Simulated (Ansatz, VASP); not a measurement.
Two plane-wave programs on In

```
In
1.0
     1.63555    0.94429    8.03992
    -1.63555    0.94429    8.03992
     0.00000   -1.88857    8.03992
In
3
Direct
  0.22199 0.22199 0.22199
  0.77801 0.77801 0.77801
  0.00000 0.00000 0.00000
```

Alike in both runs: task single point; functional PBE; k mesh 9 × 9 × 9; occupations fermi-dirac, width 0.05 eV; no spin polarisation.

|  | VASP | Ansatz |
| --- | --- | --- |
| version | VASP 6.6.1 | Ansatz 0.2.0 |
| potentials or method | VASP PAW PBE potentials, release 64 (In_d) | Ansatz PAW |
| plane-wave cutoff (eV) | 520 | 420 |
| valence electrons in the cell | 39 | 39 |

|  | VASP | Ansatz | Ansatz less VASP |
| --- | --- | --- | --- |
| gap on the k mesh at the Fermi level (eV) | none | none | - |
| pressure (GPa) | 4.9 | 4.9 | +0.02 |
| traceless stress, the component that is largest in VASP (GPa) | -0.47 | -0.47 | -0.003 |

A gap of «none» marks a metal or a gap that the smearing closes.
